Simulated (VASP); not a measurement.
A run of VASP 6.6.1 is set up as follows.

Contents of INCAR:

```
SYSTEM = SnSe2
ALGO = Normal ; EDIFF = 1E-7
ENCUT = 520 ; GGA = PS
ISIF = 2 ; ISMEAR = -1
LASPH = .TRUE. ; LCHARG = .FALSE.
LREAL = .FALSE. ; LWAVE = .FALSE.
NBANDS = 20 ; NELM = 100
PREC = Accurate ; SIGMA = 0.02
```

The input KPOINTS:

```
k-points
0
G
  4 4 4
  0 0 0
```

POSCAR

```
SnSe2
1.0
    0.0000000000      3.4068553633      3.4068553633
    3.4068553633      0.0000000000      3.4068553633
    3.4068553633      3.4068553633      0.0000000000
Sn Se
1 2
Direct
    0.0000000000      0.0000000000      0.0000000000
    0.2500000000      0.2500000000      0.2500000000
    0.7500000000      0.7500000000      0.7500000000
```

Potentials or basis: VASP PAW PBE potentials, release 64 (Sn_d, Se).

Command:

```sh
$ cat potpaw_PBE.64/Sn_d/POTCAR potpaw_PBE.64/Se/POTCAR > POTCAR
$ mpirun -np 1 vasp_std > vasp.out
```

Question: Estimate the pressure.

Answer: -1.1 GPa.

Question: What does it give for the band gap on the k mesh?

Answer: Zero (band 13 reaches 4.82 eV, above the bottom of band 14 at 2.94 eV).

Caveat: the k points lie up to 0.40 Å⁻¹ apart; the PAW data sets were made with another functional, which shifts forces and pressure a little; spin-orbit coupling is left out, which moves the levels of the heavy elements.
